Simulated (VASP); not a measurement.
Crystal: Pt9Au7.

```
Pt Au
1.0
    -4.05345    4.05345   -4.05345
     4.05345    4.05345    4.05345
     4.05345   -4.05345   -4.05345
Pt Au
9 7
Direct
  0.50129 0.99578 0.49964
  0.74513 0.50289 0.74569
  0.24695 0.24961 0.50195
  0.49646 0.75064 0.75181
  0.75338 0.00084 0.24613
  0.50026 0.24772 0.25451
  0.00331 0.00500 0.99898
  0.75113 0.24419 0.00532
  0.50005 0.49759 0.99830
  0.24969 0.99734 0.74891
  0.99795 0.25191 0.74411
  0.00321 0.50269 0.50011
  0.75436 0.75590 0.50926
  0.24683 0.50856 0.25430
  0.00092 0.75100 0.25049
  0.25316 0.74914 0.00040
```

| Property | Result |
| --- | --- |
| Program | VASP 6.6.1 |
| Task | relaxation of cell and atoms |
| Functional | PBE |
| Potentials or basis | VASP PAW PBE potentials, release 64 (Pt, Au) |
| Cutoff | 600 eV |
| k mesh | 2 × 2 × 2, shifted |
| Occupations | gaussian, width 0.1 eV |
| Spin | no spin polarisation |

At the start: pressure -1.6 GPa; volume 16.65 Å³/atom.

Problem. How do energy, volume and symmetry change on relaxing?

Solution. Over 11 steps the energy falls by 20.4 meV/atom and the volume is 16.50 Å³/atom (-0.9 %); space group P1 (No. 1, to 0.1 Å) before and after.

Step by step:
```tsv
step	energy change (eV)	largest force (eV/Å)	pressure (GPa)	volume (Å³)
1	0.0000	1.0021	-1.63	266.40
2	-0.2181	0.3526	3.25	259.90
3	-0.2182	0.3633	3.17	260.00
4	-0.2844	0.3866	-1.49	266.47
5	-0.3013	0.2746	-0.14	264.39
6	-0.3139	0.1655	-0.10	264.31
7	-0.3217	0.1252	0.01	264.18
8	-0.3255	0.0616	-0.02	264.18
9	-0.3261	0.0560	-0.03	264.18
10	-0.3261	0.0571	-0.03	264.18
11	-0.3268	0.0307	0.08	264.04
```

Final structure:
```
Pt Au
1.0
    -3.96495    4.11688   -4.05901
     3.96925    4.10249    4.04004
     3.96426   -4.09801   -4.03936
Pt Au
9 7
Cartesian
  0.0341 0.0515 -4.0541
  2.0053 2.0165 -4.0161
  1.9701 0.0420 -2.0361
  3.9681 2.0776 -2.0761
  -1.9923 2.0797 -4.0232
  0.0027 2.0418 -2.0495
  -3.9185 4.0795 -4.0622
  1.9736 -0.0244 -6.0524
  3.9351 0.0437 -4.0531
  1.9944 -2.0405 -4.0643
  0.0041 2.0728 -6.0679
  -0.0085 4.1069 -4.0579
  1.9983 4.1126 -2.0213
  1.9805 2.0694 -0.0251
  0.0038 6.1790 -2.0261
  1.9953 4.1122 2.0077
```

Caveat: the k points lie up to 0.55 Å⁻¹ apart in the final cell, too coarse for converged energies and pressures of a metal.
